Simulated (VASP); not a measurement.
## CuAu: single point with LDA

The system is CuAu.

```
CELL_PARAMETERS angstrom
2.75337 0.00000 0.00000
0.00000 2.75337 0.00000
0.00000 0.00000 3.60977
ATOMIC_POSITIONS crystal
Au 0.00000 0.00000 0.00000
Cu 0.50000 0.50000 0.50000
```

| Quantity | Value |
| --- | --- |
| Program | VASP 6.6.1 |
| Task | single point |
| Functional | LDA |
| Potentials or basis | VASP PAW LDA potentials, release 64 (Au, Cu) |
| Cutoff | 520 eV |
| k mesh | 9 × 9 × 7 |
| Occupations | fermi-dirac, width 0.05 eV |
| Spin | no spin polarisation |

```
Pressure               : 2.1 GPa
Band gap on the k mesh : zero (band 11 reaches 13.10 eV, above the bottom of band 12 at 7.34 eV)
```

Stress tensor (GPa, compression positive):
```
2.47 0.00 0.00
0.00 2.47 0.00
0.00 0.00 1.24
```

Levels at points of the mesh, in eV from the Fermi level:
| k point | band 7 | band 8 | band 9 | band 10 | band 11 | band 12 | band 13 | band 14 | band 15 | band 16 |
| --- | --- | --- | --- | --- | --- | --- | --- | --- | --- | --- |
| (0.00, 0.00, 0.00) | -3.05 | -2.26 | -1.76 | -1.51 | -1.51 | 2.02 | 8.63 | 10.24 | 10.24 | 17.40 |

It took 37 s on 1 thread of AMD EPYC 7R43 64-Core Processor (Zen 3), with other jobs on the host, peak memory 0.11 GiB.

Caveat: spin-orbit coupling is left out, which moves the levels of the heavy elements.
